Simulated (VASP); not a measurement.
Here is a VASP 6.6.1 calculation.

INCAR

```
SYSTEM = Y
  ALGO = Normal
  EDIFF = 1E-8
  ENCUT = 520
  GGA = PE
  ISIF = 2
  ISMEAR = -1
  LASPH = .True.
  LCHARG = .False.
  LEFG = .True.
  LREAL = .False.
  LWAVE = .False.
  NBANDS = 18
  NELM = 60
  PREC = Accurate
  SIGMA = 0.08
```

File KPOINTS:

```
k-points
0
Gamma
  12 12 7
  0 0 0
```

Contents of POSCAR:

```
Y
1.0
    3.6021486032      0.0000000000      0.0000000000
   -1.8010743015      3.1195521985      0.0000000000
    0.0000000000      0.0000000000      5.6697229104
Y
2
Direct
    0.3333333333      0.6666666667      0.2500000000
    0.6666666667      0.3333333333      0.7500000000
```

Potentials or basis: VASP PAW PBE potentials, release 64 (Y_sv).

Command:

```console
$ cat potpaw_PBE.64/Y_sv/POTCAR > POTCAR
$ mpirun -np 1 vasp_std > vasp.out
```

(1) Estimate the pressure.

(2) Predict the band gap on the k mesh.

Results:

(1) 1.3 GPa.

(2) zero (bands 11 and 12 overlap by 1.39 eV).

Caveat: without QUAD_EFG the Cq values of the log hold for a quadrupole moment of 1 mb, not for the nuclei.
